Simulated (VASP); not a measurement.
Wanted: the native input for a VASP 6.6.1 run.

```yaml
Task: relaxation of cell and atoms
Functional: PBEsol
Dispersion: D3(BJ)
Potentials_or_basis: VASP PAW PBE potentials, release 64 (C)
Cutoff: 600 eV
k_mesh: 21 × 21 × 6
Occupations: gaussian, width 0.1 eV
Spin: no spin polarisation
Dipole_correction: no
Further_INCAR_settings: ALGO = Normal; EDIFF = 1e-07; IBRION = 2; EDIFFG = -0.005; NSW = 100; ISIF = 3
```

The structure of C lies in POSCAR:

```
C
1.0
    2.4699988104      0.0000000000      0.0000000000
   -1.2349994052      2.1390817171      0.0000000000
    0.0000000000      0.0000000000      6.7900000000
C
4
Direct
    0.0000000000      0.0000000000      0.0000000000
    0.0000000000      0.0000000000      0.5000000000
    0.3333333333      0.6666666667      0.0050000000
    0.6666666667      0.3333333333      0.5050000000
```

The input as run:

INCAR

```
SYSTEM = C
  PREC = Accurate
  ENCUT = 600
  EDIFF = 1E-7
  ISMEAR = 0
  SIGMA = 0.1
  LREAL = .False.
  LASPH = .True.
  NELM = 80
  ALGO = Normal
  ISIF = 3
  LWAVE = .False.
  LCHARG = .False.
  GGA = PS
  IVDW = 12
  IBRION = 2
  NSW = 100
  EDIFFG = -0.005
```

KPOINTS

```
regular mesh
0
Gamma
  21 21 6
  0 0 0
```

Potentials or basis: VASP PAW PBE potentials, release 64 (C).

Run with:

```sh
$ cat potpaw_PBE.64/C/POTCAR > POTCAR
$ mpirun -np 1 vasp_std > vasp.out
```

Results of the run:

* Relaxed volume: 8.53 Å³/atom
* Relaxed cell: a = 2.459 Å, b = 2.459 Å, c = 6.512 Å, α = 90.00°, β = 90.00°, γ = 120.00°
* Space group after relaxing (to 0.05 Å): P6_3/mmc (No. 194)
* Energy gained by relaxing: 7.7 meV/atom
* Ionic steps: 14
* Pressure after relaxing: 0.0 GPa
* Band gap on the k mesh: zero (band 8 reaches 4.90 eV, above the bottom of band 9 at 4.87 eV)
* Dispersion energy per atom: -0.114 eV

Caveat: the PAW data sets were made with another functional, which shifts forces and pressure a little.

It took 8 min on 1 thread of Intel Xeon 6975P-C, on a shared host, peak memory 0.23 GiB.
